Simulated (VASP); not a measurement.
TaRu, 2 atoms in the cell. The structure is orthorhombic, space group Cmmm (No. 65). Conventional cell: a = 3.424 Å, b = 4.683 Å, c = 4.162 Å, α = 90.00°, β = 90.00°, γ = 90.00°. Ta (site symmetry mmm) has 8 Ru at 2.69 to 3.13 Å and 6 Ta at 2.90 to 3.42 Å within 3.6 Å. Within 3.6 Å of Ru (site symmetry mmm) lie 8 Ta at 2.69 to 3.13 Å and 6 Ru at 2.90 to 3.42 Å.  This cell differs from its parent crystal: strain +0.0350 x Voigt [1, 0, 0, 0, 0, 0].

* Program: VASP 6.6.1
* Task: single point
* Functional: r2SCAN
* Potentials or basis: VASP PAW PBE potentials, release 64 (Ta_pv, Ru_pv)
* Cutoff: 520 eV
* k mesh: 18 × 18 × 12
* Occupations: gaussian, width 0.15 eV
* Spin: no spin polarisation
* Dipole correction: no
* Further INCAR settings: ALGO = Normal; EDIFF = 1e-06; NBANDS = 20

Potentials or basis: VASP PAW PBE potentials, release 64 (Ta_pv, Ru_pv).

Run with:

```sh
$ cat potpaw_PBE.64/Ta_pv/POTCAR potpaw_PBE.64/Ru_pv/POTCAR > POTCAR
$ cp INCAR.step1 INCAR
$ mpirun -np 1 vasp_std > vasp.out
$ cp INCAR.step2 INCAR
$ mpirun -np 1 vasp_std > vasp.out
```

Hardware: 1 thread of Intel(R) Xeon(R) 6975P-C (Granite Rapids) (shared host).

**Question.** Estimate the wall time of this run.

**Answer.** It took 6.4 min on 1 thread of Intel(R) Xeon(R) 6975P-C (Granite Rapids), on a shared host, peak memory 0.51 GiB. Counts: k points 637.
